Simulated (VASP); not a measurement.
Here is a VASP 6.6.1 calculation.

INCAR

```
SYSTEM = Fe
PREC = Accurate
ENCUT = 520
EDIFF = 1E-7
ISMEAR = 0
SIGMA = 0.1
LREAL = .FALSE.
LASPH = .TRUE.
NELM = 150
ALGO = Fast
ISIF = 2
LWAVE = .FALSE.
LCHARG = .TRUE.
ISPIN = 2
MAGMOM = 2.32
LORBIT = 11
LMAXMIX = 4
GGA = PS
LELF = .TRUE.
LVHAR = .TRUE.
NBANDS = 14
```

The input KPOINTS:

```
regular mesh
0
G
  20 20 20
  0 0 0
```

POSCAR

```
Fe
1.0
   -1.4066952618      1.4066952618      1.4066952618
    1.4066952618     -1.4066952618      1.4066952618
    1.4066952618      1.4066952618     -1.4066952618
Fe
1
Direct
    0.0000000000      0.0000000000      0.0000000000
```

Potentials or basis: VASP PAW PBE potentials, release 64 (Fe).

Launch:

```console
$ cat potpaw_PBE.64/Fe/POTCAR > POTCAR
$ mpirun -np 1 vasp_std > vasp.out
```

**Question.** Estimate the net moment.

**Answer.** 2.15 μB per cell.

**Question.** Estimate the pressure.

**Answer.** -5.9 GPa.

Caveat: the PAW data sets were made with another functional, which shifts forces and pressure a little.
